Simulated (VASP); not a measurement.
# Zn (P6/mmm) in VASP: notebook, part 2 of 2

VASP 6.6.1. The steps go on from the part before.

### 4 Relaxation of cell and atoms, PBE

This run uses another cell than the first one, of 15.76 Å³/atom.

File INCAR:

```
PREC = Accurate ; ENCUT = 600
EDIFF = 1E-6 ; ISMEAR = -1
SIGMA = 0.1 ; LREAL = False
LASPH = True ; NELM = 80
ALGO = Normal ; ISIF = 3
LWAVE = False ; LCHARG = False
GGA = PE ; IBRION = 2
NSW = 60 ; EDIFFG = -0.005
```

File KPOINTS:

```
regular mesh
0
Gamma
  16 16 15
```

File POSCAR:

```
Zn
1.0
    2.6851427498      0.0000000000      0.0000000000
   -1.3425713749      2.3254018341      0.0000000000
    0.0000000000      0.0000000000      2.5240341848
Zn
1
Direct
    0.0000000000      0.0000000000      0.0000000000
```

Potentials or basis: VASP PAW PBE potentials, release 64 (Zn).

Command:

```console
$ cat potpaw_PBE.64/Zn/POTCAR > POTCAR
$ mpirun -np 1 vasp_std > vasp.out
```

OUTCAR:

```text
PREC = Accurate
   ENCUT = 600
   EDIFF = 1E-6
   ISMEAR = -1
   LREAL = False
   LASPH = True
   NELM = 80
   ISIF = 3
   GGA = PE
   IBRION = 2
   NSW = 60
   EDIFFG = -0.005

 ion  position               nearest neighbor table
   1  0.000  0.000  0.000-

  LATTYP: Found a hexagonal cell.
 ALAT       =     2.6851427498
 C/A-ratio  =     0.9400000000

  Lattice vectors:

 A1 = (   2.6851427498,   0.0000000000,   0.0000000000)
 A2 = (  -1.3425713749,   2.3254018341,   0.0000000000)
 A3 = (   0.0000000000,   0.0000000000,   2.5240341848)

Analysis of symmetry for initial positions (statically):
=====================================================================
 Subroutine PRICEL returns:
 Original cell was already a primitive cell.

 Routine SETGRP: Setting up the symmetry group for a
 hexagonal supercell.

 Subroutine GETGRP returns: Found 24 space group operations
 (whereof 24 operations were pure point group operations)
 out of a pool of 24 trial point group operations.

The static configuration has the point symmetry D_6h.

Analysis of symmetry for dynamics (positions and initial velocities):
=====================================================================
 Subroutine PRICEL returns:
 Original cell was already a primitive cell.

 Routine SETGRP: Setting up the symmetry group for a
 hexagonal supercell.

 Subroutine GETGRP returns: Found 24 space group operations
 (whereof 24 operations were pure point group operations)
 out of a pool of 24 trial point group operations.

The dynamic configuration has the point symmetry D_6h.

 Subroutine INISYM returns: Found 24 space group operations
 (whereof 24 operations are pure point group operations),
 and found     1 'primitive' translations
[... 140 lines left out ...]
  free energy    TOTEN  =        -0.92330993 eV

  energy without entropy =       -0.91177662  energy(sigma->0) =       -0.91754327

------------------------ aborting loop because EDIFF is reached ----------------------------------------

  FORCE on cell =-STRESS in cart. coord.  units (eV):
  Direction    XX          YY          ZZ          XY          YZ          ZX
  --------------------------------------------------------------------------------------
  -------------------------------------------------------------------------------------
  Total        0.2143823      0.2143823      1.2153105      0.0000000      0.0000000      0.0000000
  in kB       21.7940935     21.7940935    123.5484270      0.0000000      0.0000000      0.0000000
  external PRESSURE =      55.7122047 kB  Pullay stress =       0.0000000 kB
[... 86 lines left out ...]
  FREE ENERGIE OF THE ION-ELECTRON SYSTEM (eV)
  ---------------------------------------------------
  free  energy   TOTEN  =        -0.9705264428 eV

  energy  without entropy=       -0.9597810288  energy(sigma->0) =       -0.96515374

[... ionic steps 4 to 15 ...]

--------------------------------------- Ionic step       16  -------------------------------------------

 number of electron      12.0000007 magnetization

------------------------ aborting loop because EDIFF is reached ----------------------------------------
[... 65 lines left out ...]
--------------------------------------- Ionic step       18  -------------------------------------------

 number of electron      12.0000008 magnetization

 Free energy of the ion-electron system (eV)
  ---------------------------------------------------
  ext. energy  EPLUGINS =         0.00000000
  ---------------------------------------------------
  free energy    TOTEN  =        -1.00231807 eV

  energy without entropy =       -0.99344389  energy(sigma->0) =       -0.99788098

 E-fermi :   2.0804     XC(G=0): -10.6777

 val. band max:        2.0755536009   @ k =   0.5000  -0.0000   0.1333
 cond. band min:       2.0840934515   @ k =   0.5000  -0.0000   0.4000
 fundamental gap:      0.0085398506
 Fermi energy:         2.0803912169

 k-point     1 :       0.0000    0.0000    0.0000
  band No.  band energies     occupation
      1      -7.4822      2.00000
      2      -5.8122      2.00000
      3      -5.4930      2.00000
      4      -5.4930      2.00000
      5      -4.9011      2.00000
      6      -4.9011      2.00000
      7       8.2269      0.00000
      8      12.1946      0.00000
      9      22.1694      0.00000
     10      22.1694      0.00000
[... 287 lines left out ...]
 k-point    24 :       0.2500    0.1875    0.0000
  band No.  band energies     occupation
      1      -5.8540      2.00000
      2      -5.5122      2.00000
      3      -5.4117      2.00000
      4      -5.1758      2.00000
      5      -5.0935      2.00000
      6      -2.3083      2.00000
      7       7.5261      0.00000
      8       9.4439      0.00000
      9      13.2434      0.00000
     10      15.8527      0.00000

 [... further k-points ...]

------------------------ aborting loop because EDIFF is reached ----------------------------------------

  FORCE on cell =-STRESS in cart. coord.  units (eV):
  Direction    XX          YY          ZZ          XY          YZ          ZX
  --------------------------------------------------------------------------------------
  -------------------------------------------------------------------------------------
  Total       -0.0000322     -0.0000322      0.0018012      0.0000000      0.0000000      0.0000000
  in kB       -0.0029255     -0.0029255      0.1637345      0.0000000      0.0000000      0.0000000
  external PRESSURE =       0.0526278 kB  Pullay stress =       0.0000000 kB
[... 16 lines left out ...]
  FREE ENERGIE OF THE ION-ELECTRON SYSTEM (eV)
  ---------------------------------------------------
  free  energy   TOTEN  =        -1.0023180715 eV

  energy  without entropy=       -0.9934438926  energy(sigma->0) =       -0.99788098

 reached required accuracy - stopping structural energy minimisation
```

OSZICAR:

```text
N       E                     dE             d eps       ncg     rms          rms(c)
DAV:   1     0.379273425199E+02    0.37927E+02   -0.75287E+03  4832   0.206E+03
DAV:   2    -0.268416024984E+00   -0.38196E+02   -0.36595E+02  4846   0.216E+02
DAV:   3    -0.101874803424E+01   -0.75033E+00   -0.74948E+00  5598   0.329E+01
[... 137 lines left out ...]
       N       E                     dE             d eps       ncg     rms          rms(c)
DAV:   1    -0.100233014712E+01   -0.11864E-04   -0.18686E-04  5322   0.211E-01    0.228E-02
DAV:   2    -0.100232033653E+01    0.98106E-05   -0.35699E-05  5392   0.124E-01    0.970E-03
DAV:   3    -0.100231853873E+01    0.17978E-05   -0.12024E-06  3106   0.204E-02    0.483E-03
DAV:   4    -0.100231807153E+01    0.46720E-06   -0.67947E-07  2572   0.122E-02
  18 F= -.10023181E+01 E0= -.99788098E+00  d E =-.669577E-04
```

CONTCAR:

```text
Zn
   1.00000000000000
     2.5781950024643980   -0.0000000000000001    0.0000000000000001
    -1.2890975012321990    2.2327823680317307    0.0000000000000001
     0.0000000000000001    0.0000000000000003    3.0616739603478562
  Zn
     1
Direct
     0.0000000000000000    0.0000000000000000    0.0000000000000000

  0.00000000E+00  0.00000000E+00  0.00000000E+00
```

Run time: 7.1 min. Hardware: 1 thread of Intel Xeon 8259CL, shared host; peak memory 0.19 GiB.

Results:

```
Free energy                           : -1.0023 eV
Relaxed volume                        : 17.62 Å³/atom
Relaxed cell                          : a = 2.578 Å, b = 2.578 Å, c = 3.062 Å, α = 90.00°, β = 90.00°, γ = 120.00°
Space group after relaxing (to 0.1 Å) : P6/mmm (No. 191)
Energy gained by relaxing             : 79.0 meV/atom
Ionic steps                           : 18
Pressure after relaxing               : 0.0 GPa
Band gap on the k mesh                : zero (bands 6 and 7 overlap by 6.13 eV)
```

The path:
```tsv
step	energy change (eV)	largest force (eV/Å)	pressure (GPa)	volume (Å³)
1	0.0000	0.0000	5.57	15.76
2	-0.0438	0.0000	-0.19	17.03
3	-0.0472	0.0000	-1.67	17.46
4	-0.0474	0.0000	-1.76	17.55
5	-0.0600	0.0000	-0.98	17.26
6	-0.0703	0.0000	2.21	16.63
7	-0.0765	0.0000	1.61	17.07
8	-0.0768	0.0000	1.55	17.33
9	-0.0771	0.0000	1.46	17.23
10	-0.0783	0.0000	-0.82	17.76
11	-0.0789	0.0000	0.07	17.56
12	-0.0789	0.0000	0.10	17.56
13	-0.0790	0.0000	-0.01	17.58
14	-0.0790	0.0000	-0.03	17.60
15	-0.0790	0.0000	-0.14	17.64
16	-0.0790	0.0000	0.09	17.61
17	-0.0790	0.0000	-0.05	17.63
18	-0.0790	0.0000	0.01	17.62
```

Final structure:
```
Zn
1.0
     2.57820    0.00000    0.00000
    -1.28910    2.23278    0.00000
     0.00000    0.00000    3.06167
Zn
1
Direct
  0.00000 0.00000 0.00000
```

Levels at points of the mesh, in eV from the Fermi level:
| k point | band 4 | band 5 | band 6 | band 7 | band 8 | band 9 |
| --- | --- | --- | --- | --- | --- | --- |
| (0.00, 0.00, 0.00) | -7.57 | -6.98 | -6.98 | 6.15 | 10.11 | 20.09 |
| (0.50, 0.00, 0.00) | -7.11 | -6.68 | -1.93 | -0.22 | 12.60 | 13.13 |

Caveat: a cell axis changed by over 15 % at a fixed basis, so the end point is rough.

### 5 Overview

| task | cell | gap on the mesh (eV) | pressure (GPa) |
| --- | --- | --- | --- |
| relaxation of shape and atoms at fixed volume | relaxed from a = 2.368, b = 2.368, c = 2.829 Å, angles 90.0, 90.0, 120.0°, 1 atom | none | 20.4 |
| relaxation of shape and atoms at fixed volume | relaxed from a = 2.465, b = 2.465, c = 2.945 Å, angles 90.0, 90.0, 120.0°, 1 atom | none | 7.0 |
| relaxation of cell and atoms | relaxed from a = 2.685, b = 2.685, c = 2.524 Å, angles 90.0, 90.0, 120.0°, 1 atom | none | 0.0 |

Alike in all rows: level PBE; potentials or basis VASP PAW PBE potentials, release 64 (Zn); no spin polarisation; k mesh 16 × 16 × 15; cutoff (eV) 600; smearing fermi-dirac 0.1 eV.

Caveats: a cell axis changed by over 15 % at a fixed basis, so the end point is rough (at least some runs).

Total energies depend on the potentials used, so only differences within one code and one set of settings carry meaning.
